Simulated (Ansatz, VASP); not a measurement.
**Two plane-wave programs on Ge**

```
CELL_PARAMETERS angstrom
0.00000 2.83675 2.83675
2.83675 0.00000 2.83675
2.83675 2.83675 0.00000
ATOMIC_POSITIONS crystal
Ge 0.50000 0.50000 0.50000
Ge 0.75000 0.75000 0.75000
```

Alike in both runs: task single point; functional r2SCAN; k mesh 12 × 12 × 12; occupations gaussian, width 0.05 eV; no spin polarisation.

```csv
,VASP,Ansatz
version,VASP 6.6.1,Ansatz 0.2.0
potentials or method,"VASP PAW PBE potentials, release 64 (Ge_d), cutoff 520 eV","scalar-relativistic, plane waves, PAW"
valence electrons in the cell,28,28
```

```tsv
	VASP	Ansatz	Ansatz less VASP
pressure (GPa)	0.1	0.1	-0.04
```

VASP's potentials were made for PBE, not for r2SCAN.
